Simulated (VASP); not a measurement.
Set up this calculation in VASP 6.6.1, as the native input.

```yaml
Task: single point
Functional: LDA
Potentials_or_basis: VASP PAW LDA potentials, release 64 (Al)
Cutoff: 520 eV
k_mesh: 18 × 18 × 10
Occupations: gaussian, width 0.15 eV
Spin: no spin polarisation
Dipole_correction: no
Further_INCAR_settings: ALGO = Normal; EDIFF = 1e-06; NBANDS = 10
```

The structure of Al lies in POSCAR:

```
Al
1.0
    2.6553000000      0.0000000000      0.0000000000
   -1.3276500000      2.2995572547      0.0000000000
    0.0000000000      0.0000000000      4.4988000000
Al
2
Direct
    0.6666666667      0.3333333333      0.7500000000
    0.3333333333      0.6666666667      0.2500000000
```

One way to write it, as run:

INCAR

```
SYSTEM = Al
ALGO = Normal
EDIFF = 1E-6
ENCUT = 520
GGA = CA
ISIF = 2
ISMEAR = 0
LASPH = .True.
LCHARG = .False.
LREAL = .False.
LWAVE = .False.
NBANDS = 10
NELM = 100
PREC = Accurate
SIGMA = 0.15
```

KPOINTS

```
k-points
0
Gamma
  18 18 10
  0 0 0
```

Potentials or basis: VASP PAW LDA potentials, release 64 (Al).

Launch:

```console
$ cat potpaw_LDA.64/Al/POTCAR > POTCAR
$ mpirun -np 1 vasp_std > vasp.out
```

Results of the run:

```json
{
  "Pressure": "17.0 GPa",
  "Band gap on the k mesh": "zero (band 3 reaches 13.93 eV, above the bottom of band 4 at 6.48 eV)"
}
```

Wall time 43 s on 1 thread of AMD EPYC 7R13 Processor (Zen 3), with other jobs on the host, peak memory 0.13 GiB.
